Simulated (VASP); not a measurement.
# CoSi (Pm-3m) in VASP: further runs

The runs below take CoSi through single point, with PBE.

Program: VASP 6.6.1. These are calculated values, not measurements. Logs are shortened: lines on timing, memory, paths and dates and some standing lists are left out, and cuts for length are marked.

## Step 1: The cell of the first run

The structure is cubic, space group Pm-3m (No. 221). Conventional cell: a = 2.871 Å, b = 2.871 Å, c = 2.871 Å, α = 90.00°, β = 90.00°, γ = 90.00°. Co (site symmetry m-3m) has 8 Si at 2.49 Å and 6 Co at 2.87 Å within 3.3 Å. Si (site symmetry m-3m) has 8 Co at 2.49 Å and 6 Si at 2.87 Å within 3.3 Å.

## Step 2: Single point, PBE (11.83 Å³/atom)

INCAR

```
SYSTEM = CoSi
PREC = Accurate
ENCUT = 520
EDIFF = 1E-6
ISMEAR = -1
SIGMA = 0.03
LREAL = .FALSE.
LASPH = .TRUE.
NELM = 100
ALGO = Normal
ISIF = 2
LWAVE = .FALSE.
LCHARG = .FALSE.
GGA = PE
NBANDS = 14
```

KPOINTS

```
regular mesh
0
G
  14 14 14
  0 0 0
```

POSCAR

```
CoSi
1.0
    2.8711157826      0.0000000000      0.0000000000
    0.0000000000      2.8711157826      0.0000000000
    0.0000000000      0.0000000000      2.8711157826
Co Si
1 1
Direct
    0.0000000000      0.0000000000      0.0000000000
    0.5000000000      0.5000000000      0.5000000000
```

Potentials or basis: VASP PAW PBE potentials, release 64 (Co, Si).

Run with:

```
$ cat potpaw_PBE.64/Co/POTCAR potpaw_PBE.64/Si/POTCAR > POTCAR
$ mpirun -np 1 vasp_std > vasp.out
```

OUTCAR:

```text
SYSTEM = CoSi
   PREC = Accurate
   ENCUT = 520
   EDIFF = 1E-6
   ISMEAR = -1
   LREAL = .FALSE.
   LASPH = .TRUE.
   NELM = 100
   ISIF = 2
   GGA = PE

 ion  position               nearest neighbor table
   1  0.000  0.000  0.000-   2 2.49   2 2.49   2 2.49   2 2.49   2 2.49   2 2.49   2 2.49   2 2.49

   2  0.500  0.500  0.500-   1 2.49   1 2.49   1 2.49   1 2.49   1 2.49   1 2.49   1 2.49   1 2.49

  LATTYP: Found a simple cubic cell.
 ALAT       =     2.8711157826

  Lattice vectors:

 A1 = (   2.8711157826,   0.0000000000,   0.0000000000)
 A2 = (   0.0000000000,   2.8711157826,   0.0000000000)
 A3 = (   0.0000000000,   0.0000000000,   2.8711157826)

Analysis of symmetry for initial positions (statically):
=====================================================================
 Subroutine PRICEL returns:
 Original cell was already a primitive cell.

 Routine SETGRP: Setting up the symmetry group for a
 simple cubic supercell.

 Subroutine GETGRP returns: Found 48 space group operations
 (whereof 48 operations were pure point group operations)
 out of a pool of 48 trial point group operations.

The static configuration has the point symmetry O_h .

Analysis of symmetry for dynamics (positions and initial velocities):
=====================================================================
 Subroutine PRICEL returns:
 Original cell was already a primitive cell.

 Routine SETGRP: Setting up the symmetry group for a
 simple cubic supercell.

 Subroutine GETGRP returns: Found 48 space group operations
 (whereof 48 operations were pure point group operations)
 out of a pool of 48 trial point group operations.

The dynamic configuration has the point symmetry O_h .

 Subroutine INISYM returns: Found 48 space group operations
 (whereof 48 operations are pure point group operations),
 and found     1 'primitive' translations

----------------------------------------------------------------------------------------

                                     Primitive cell

  volume of cell :      23.6675

  direct lattice vectors                    reciprocal lattice vectors
     2.871115783  0.000000000  0.000000000     0.348296647  0.000000000  0.000000000
     0.000000000  2.871115783  0.000000000     0.000000000  0.348296647  0.000000000
     0.000000000  0.000000000  2.871115783     0.000000000  0.000000000  0.348296647

  length of vectors
     2.871115783  2.871115783  2.871115783     0.348296647  0.348296647  0.348296647

  position of ions in fractional coordinates (direct lattice)
     0.000000000  0.000000000  0.000000000
     0.500000000  0.500000000  0.500000000

  ion indices of the primitive-cell ions
   primitive index   ion index
                 1           1
                 2           2

----------------------------------------------------------------------------------------

 KPOINTS: regular mesh

Automatic generation of k-mesh.
 Grid dimensions read from file:
 generate k-points for:   14   14   14

 Generating k-lattice:

  Cartesian coordinates                     Fractional coordinates (reciprocal lattice)
     0.024878332  0.000000000  0.000000000     0.071428571  0.000000000  0.000000000
     0.000000000  0.024878332  0.000000000     0.000000000  0.071428571  0.000000000
     0.000000000  0.000000000  0.024878332     0.000000000  0.000000000  0.071428571

  Length of vectors
     0.024878332  0.024878332  0.024878332

  Shift w.r.t. Gamma in fractional coordinates (k-lattice)
     0.000000000  0.000000000  0.000000000

 Subroutine IBZKPT returns following result:
 ===========================================

 Found    120 irreducible k-points:

 Following reciprocal coordinates:
            Coordinates               Weight
  0.000000  0.000000  0.000000      1.000000
  0.071429  0.000000  0.000000      6.000000
  0.142857  0.000000  0.000000      6.000000
  0.214286  0.000000  0.000000      6.000000
  0.285714  0.000000  0.000000      6.000000
  0.357143  0.000000  0.000000      6.000000
[... 16 lines left out ...]
  0.285714  0.214286  0.000000     24.000000
  0.357143  0.214286  0.000000     24.000000
 [... further k-points ...]
   k-points           NKPTS =    120   k-points in BZ     NKDIM =    120   number of bands    NBANDS=     14
   number of dos      NEDOS =    301   number of ions     NIONS =      2
   total plane-waves  NPLWV =  13824
   dimension x,y,z NGX =    24 NGY =   24 NGZ =   24
   dimension x,y,z NGXF=    48 NGYF=   48 NGZF=   48
   ions per type =               1   1
   NGX,Y,Z   is equivalent  to a cutoff of  13.90, 13.90, 13.90 a.u.
   NGXF,Y,Z  is equivalent  to a cutoff of  27.79, 27.79, 27.79 a.u.
 SYSTEM =  CoSi
   PREC   = accura    normal or accurate (medium, high low for compatibility)
   ISTART =      0    job   : 0-new  1-cont  2-samecut
   ICHARG =      2    charge: 1-file 2-atom 10-const
   ISPIN  =      1    spin polarized calculation?
   LNONCOLLINEAR =      F non collinear calculations
   LSORBIT =      F    spin-orbit coupling
   LASPH  =      T    aspherical Exc in radial PAW
   ENCUT  =  520.0 eV  38.22 Ry    6.18 a.u.   5.34  5.34  5.34*2*pi/ulx,y,z
   NELM   =    100;   NELMIN=  2; NELMDL= -5     # of ELM steps
   EDIFF  = 0.1E-05   stopping-criterion for ELM
   LREAL  =      F    real-space projection
   EDIFFG = 0.1E-04   stopping-criterion for IOM
   NSW    =      0    number of steps for IOM
   IBRION =     -1    ionic relax: 0-MD 1-quasi-New 2-CG
   NFREE  =      0    steps in history (QN), initial steepest desc. (CG)
   ISIF   =      2    stress and relaxation
   ISYM   =      2    0-nonsym 1-usesym 2-fastsym
   POTIM  = 0.5000    time-step for ionic-motion
   TEBEG  =    0.0;   TEEND  =   0.0 temperature during run
   PSTRESS=    0.0 pullay stress
   NELECT =      13.0000    total number of electrons
   NUPDOWN=      -1.0000    fix difference up-down
   EMIN   =  10.00;   EMAX   =-10.00  energy-range for DOS
   EFERMI =   0.00;   METHOD = LEGACY
   ISMEAR =    -1;   SIGMA  =   0.03  broadening in eV -4-tet -1-fermi 0-gaus
   EFERMI_NEDOS =   21; number of points for ismear=-14 and -15
   IALGO  =     38    algorithm
   IMIX   =      4    mixing-type and parameters
     AMIX     =   0.40;   BMIX     =  1.00
     AMIX_MAG =   1.60;   BMIX_MAG =  1.00
  volume/ion in A,a.u.               =      11.83        79.86
  Fermi-wavevector in a.u.,A,eV,Ry     =   1.340722  2.533596 24.456937  1.797534
  Thomas-Fermi vector in A             =   2.469012
   LORBIT       =      0    0 simple, 1 ext, 2 COOP (PROOUT), +10 PAW based schemes
   GGA     = PE    functional components
   LHFCALC =     F    Hartree Fock is set to
   AEXX    =    0.0000 exact exchange contribution
   IVDW    =     0    specifies the selected vdW correction
   LEPSILON=     F    determine dielectric tensor
   LRPA    =     F    only Hartree local field effects (RPA)
 non-spin polarized calculation
  energy-cutoff  :      520.00
  volume of cell :       23.67
 maximum number of plane-waves:       657
 NGX is ok and might be reduce to    24
   NGX = 11   NGY = 11   NGZ = 11

 number of electron      13.0000000 magnetization

 Free energy of the ion-electron system (eV)
  ---------------------------------------------------
  ext. energy  EPLUGINS =         0.00000000
  ---------------------------------------------------
  free energy    TOTEN  =       -13.13694486 eV

  energy without entropy =      -13.12890361  energy(sigma->0) =      -13.13292423

 E-fermi :  11.2190     XC(G=0): -12.4647

 val. band max:       11.2047030994   @ k =   0.2857   0.0714   0.0000
 cond. band min:      11.2191984364   @ k =   0.5000   0.3571   0.2857
 fundamental gap:      0.0144953370
 Fermi energy:        11.2190377579

 k-point     1 :       0.0000    0.0000    0.0000
  band No.  band energies     occupation
      1      -2.0481      2.00000
      2       8.1001      2.00000
      3       8.1001      2.00000
      4      10.2079      2.00000
      5      10.2079      2.00000
      6      10.2079      2.00000
      7      14.0931      0.00000
      8      14.0931      0.00000
      9      14.0931      0.00000
     10      18.7031      0.00000
     11      18.7031      0.00000
     12      21.7842      0.00000
     13      30.0609      0.00000
     14      30.0609      0.00000

 k-point     2 :       0.0714    0.0000    0.0000
  band No.  band energies     occupation
      1      -1.9569      2.00000
      2       8.0401      2.00000
      3       8.1302      2.00000
      4      10.1259      2.00000
      5      10.1259      2.00000
      6      10.2143      2.00000
      7      13.4939      0.00000
      8      14.2543      0.00000
      9      14.2543      0.00000
     10      18.6800      0.00000
     11      19.2389      0.00000
     12      22.1372      0.00000
     13      29.0966      0.00000
     14      29.0966      0.00000

 k-point     3 :       0.1429    0.0000    0.0000
  band No.  band energies     occupation
      1      -1.6849      2.00000
      2       7.7935      2.00000
      3       8.2162      2.00000
      4       9.9195      2.00000
      5       9.9195      2.00000
      6      10.2321      2.00000
      7      12.3958      0.00000
      8      14.6999      0.00000
      9      14.6999      0.00000
     10      18.6122      0.00000
     11      20.0501      0.00000
     12      23.3426      0.00000
     13      27.3942      0.00000
     14      27.3942      0.00000
[... 324 lines left out ...]
 k-point    23 :       0.2857    0.2143    0.0000
  band No.  band energies     occupation
      1       0.1288      2.00000
      2       6.6947      2.00000
      3       7.8084      2.00000
      4       9.1477      2.00000
      5       9.5201      2.00000
      6       9.9189      2.00000
      7      11.4483      0.00096
      8      13.0640      0.00000
      9      16.9892      0.00000
     10      18.9386      0.00000
     11      20.8384      0.00000
     12      24.3547      0.00000
     13      25.0988      0.00000
     14      26.9570      0.00000

 k-point    24 :       0.3571    0.2143    0.0000
  band No.  band energies     occupation
      1       0.8428      2.00000
      2       5.6223      2.00000
      3       8.0523      2.00000
      4       9.0605      2.00000
      5       9.3699      2.00000
      6       9.9485      2.00000
      7      11.1724      1.65113
      8      13.6036      0.00000
      9      17.6900      0.00000
     10      17.9434      0.00000
     11      20.6634      0.00000
     12      23.1707      0.00000
     13      25.5828      0.00000
     14      26.8648      0.00000

 [... further k-points ...]

------------------------ aborting loop because EDIFF is reached ----------------------------------------

  FORCE on cell =-STRESS in cart. coord.  units (eV):
  Direction    XX          YY          ZZ          XY          YZ          ZX
  --------------------------------------------------------------------------------------
  -------------------------------------------------------------------------------------
  Total       -2.4747613     -2.4747613     -2.4747613      0.0000000      0.0000000     -0.0000000
  in kB     -167.5296881   -167.5296881   -167.5296881      0.0000000      0.0000000     -0.0000000
  external PRESSURE =    -167.5296881 kB  Pullay stress =       0.0000000 kB

 VOLUME and BASIS-vectors are now :
 -----------------------------------------------------------------------------
  energy-cutoff  :      520.00
  volume of cell :       23.67
      direct lattice vectors                 reciprocal lattice vectors
     2.871115783  0.000000000  0.000000000     0.348296647  0.000000000  0.000000000
     0.000000000  2.871115783  0.000000000     0.000000000  0.348296647  0.000000000
     0.000000000  0.000000000  2.871115783     0.000000000  0.000000000  0.348296647

 POSITION                                       TOTAL-FORCE (eV/Angst)
 -----------------------------------------------------------------------------------
      0.00000      0.00000      0.00000         0.000000      0.000000      0.000000
      1.43556      1.43556      1.43556         0.000000      0.000000      0.000000
 -----------------------------------------------------------------------------------
    total drift:                                0.000000      0.000000      0.000000

  FREE ENERGIE OF THE ION-ELECTRON SYSTEM (eV)
  ---------------------------------------------------
  free  energy   TOTEN  =       -13.1369448597 eV

  energy  without entropy=      -13.1289036085  energy(sigma->0) =      -13.13292423
```

Wall time 20 s (1 thread of Intel Xeon Platinum 8259CL at 2.50GHz (Skylake/Cascade Lake), shared host); peak memory 0.16 GiB.

What came out:

```yaml
Free_energy: -13.1369 eV
Pressure: -16.8 GPa
Band_gap_on_the_k_mesh: zero (an odd number of electrons rules out a gap without spin polarisation)
```

Levels at points of the mesh, in eV from the Fermi level:
| k point | band 5 | band 6 | band 7 | band 8 | band 9 | band 10 |
| --- | --- | --- | --- | --- | --- | --- |
| (0.00, 0.00, 0.00) | -1.01 | -1.01 | 2.87 | 2.87 | 2.87 | 7.48 |
| (0.50, 0.00, 0.00) | -2.16 | -0.88 | -0.12 | 6.89 | 7.42 | 7.42 |
| (0.50, 0.50, 0.00) | -1.71 | -1.71 | -0.35 | 1.29 | 1.90 | 7.43 |
| (0.50, 0.50, 0.50) | -0.31 | -0.31 | 1.62 | 1.62 | 1.62 | 3.34 |

Caveat: the cell stands under tension; the run has no spin polarisation, though such a crystal can be magnetic.

## Step 3: Single point, PBE (12.69 Å³/atom)

This run uses another cell than the first one, of 12.69 Å³/atom.

INCAR

```
  PREC = Accurate
  ENCUT = 520
  EDIFF = 1E-6
  ISMEAR = -1
  SIGMA = 0.03
  LREAL = False
  LASPH = True
  NELM = 80
  ALGO = Normal
  ISIF = 2
  LWAVE = False
  LCHARG = False
  GGA = PE
  NBANDS = 14
```

KPOINTS

```
Automatic mesh
0
Gamma
  14 14 14
```

POSCAR

```
CoSi
1.0
    2.9390962855      0.0000000000      0.0000000000
    0.0000000000      2.9390962855      0.0000000000
    0.0000000000      0.0000000000      2.9390962855
Co Si
1 1
Direct
    0.0000000000      0.0000000000      0.0000000000
    0.5000000000      0.5000000000      0.5000000000
```

Potentials or basis: VASP PAW PBE potentials, release 64 (Co, Si).

Run with:

```
$ cat potpaw_PBE.64/Co/POTCAR potpaw_PBE.64/Si/POTCAR > POTCAR
$ mpirun -np 1 vasp_std > vasp.out
```

It took 20 s on 1 thread of Intel Xeon Platinum 8259CL at 2.50GHz (Skylake/Cascade Lake), shared host; peak memory 0.17 GiB.

Results (log left out):

* Free energy: -12.9144 eV
* Pressure: -24.0 GPa
* Band gap on the k mesh: zero (an odd number of electrons rules out a gap without spin polarisation)

Levels at points of the mesh, in eV from the Fermi level:
```tsv
k point	band 4	band 5	band 6	band 7	band 8	band 9	band 10	band 11
(0.00, 0.00, 0.00)	-0.89	-0.89	-0.89	2.74	2.74	2.74	7.36	7.36
(0.50, 0.00, 0.00)	-1.94	-1.94	-0.78	-0.10	6.91	6.91	6.98	9.04
(0.50, 0.50, 0.00)	-2.98	-1.51	-1.51	-0.31	1.05	1.79	6.95	12.39
(0.50, 0.50, 0.50)	-2.45	-0.27	-0.27	1.76	1.76	1.76	3.11	3.11
```

Caveat: the cell stands under tension; the run has no spin polarisation, though such a crystal can be magnetic.
